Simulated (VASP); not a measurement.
**C: single point with PBE**

Crystal: C.

```
CELL_PARAMETERS angstrom
-2.81470 0.00000 0.00000
1.40735 -2.58988 0.00000
0.00000 0.00000 5.30781
ATOMIC_POSITIONS crystal
C 0.50000 0.50000 0.00000
C 0.50000 0.50000 0.50000
C 0.00000 0.50000 0.00000
C 0.00000 0.50000 0.50000
C 0.50000 0.00000 0.25000
C 0.50000 0.00000 0.75000
```

```
Program             : VASP 6.6.1
Task                : single point
Functional          : PBE
Potentials or basis : VASP PAW PBE potentials, release 64 (C)
Cutoff              : 520 eV
k mesh              : 8 × 8 × 4
Occupations         : gaussian, width 0.2 eV
Spin                : no spin polarisation
```

- Pressure: 0.4 GPa
- Band gap on the k mesh: zero (bands 12 and 13 overlap by 2.79 eV)

Stress tensor (GPa, compression positive):
```
-0.12  0.00  0.00
 0.00  1.22  0.00
 0.00  0.00  0.12
```

Levels at points of the mesh, in eV from the Fermi level:
```tsv
k point	band 9	band 10	band 11	band 12	band 13	band 14	band 15	band 16
(0.00, 0.00, 0.00)	-3.38	-1.32	-0.01	1.36	1.74	1.77	1.79	4.03
(0.50, 0.00, 0.00)	-4.81	-2.67	-2.46	-0.96	-0.15	0.71	0.94	2.40
(0.00, 0.50, 0.00)	-3.86	-3.76	-1.43	0.47	1.44	1.49	1.81	7.09
(0.00, 0.00, 0.50)	-1.32	-1.32	-0.30	-0.30	2.37	2.37	3.06	3.06
(0.50, 0.00, 0.50)	-5.08	-5.08	-4.91	-4.91	2.73	2.73	3.04	3.04
(0.00, 0.50, 0.50)	-5.23	-5.23	-3.00	-3.00	4.21	4.21	5.78	5.78
```

Wall time 57 s on 1 thread of Intel Xeon 8259CL (shared host), peak memory 0.17 GiB.
